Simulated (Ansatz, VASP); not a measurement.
**AlN in VASP and in Ansatz**

```
CELL_PARAMETERS angstrom
0.00000 2.18490 2.18490
2.18490 0.00000 2.18490
2.18490 2.18490 0.00000
ATOMIC_POSITIONS crystal
Al 0.00000 0.00000 0.00000
N 0.25000 0.25000 0.25000
```

Alike in both runs: functional r2SCAN; k mesh 16 × 16 × 16; occupations fermi-dirac, width 0.05 eV; no spin polarisation.

Ansatz relaxed the structure, and its values are those at the end. VASP's run is a single point on that final structure, the one shown.

|  | VASP | Ansatz |
| --- | --- | --- |
| version | VASP 6.6.1 | Ansatz 0.2.0 |
| potentials or method | VASP PAW PBE potentials, release 64 (Al, N) | PAW with Ansatz's default frozen-core files, scalar-relativistic |
| plane-wave cutoff (eV) | 520 | 500 |
| valence electrons in the cell | 8 | 8 |

VASP gave:

```
pressure (GPa) : -0.4
```

Problem. Estimate Ansatz's values.

Solution. Pressure (GPa): 0.0.

VASP's potentials were made for PBE, not for r2SCAN.
